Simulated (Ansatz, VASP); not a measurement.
One calculation of HfB2, two programs

```
Hf B
1.0
     3.13612    0.00000    0.00000
    -1.56806    2.71596    0.00000
     0.00000    0.00000    3.48059
Hf B
1 2
Direct
  0.00000 0.00000 0.00000
  0.33333 0.66667 0.50000
  0.66667 0.33333 0.50000
```

Alike in both runs: functional r2SCAN; k mesh 12 × 12 × 10; no spin polarisation.

Ansatz relaxed the structure, and its values are those at the end. VASP's run is a single point on that final structure, the one shown.

|  | VASP | Ansatz |
| --- | --- | --- |
| version | VASP 6.6.1 | Ansatz 0.2.0 |
| potentials or method | VASP PAW PBE potentials, release 64 (Hf_pv, B) | plane waves, PAW |
| plane-wave cutoff (eV) | 520 | 500 |
| occupations | fermi-dirac, width 0.1 eV | fermi-dirac |
| valence electrons in the cell | 16 | 32 |

```csv
,VASP,Ansatz,Ansatz less VASP
pressure (GPa),-0.6,0.0,+0.61
```

VASP's potentials were made for PBE, not for r2SCAN. VASP's potentials hold 16 valence electrons a cell and Ansatz's 32, so a difference there can come from the potentials and not from the codes.

Neither program's run includes spin-orbit coupling.
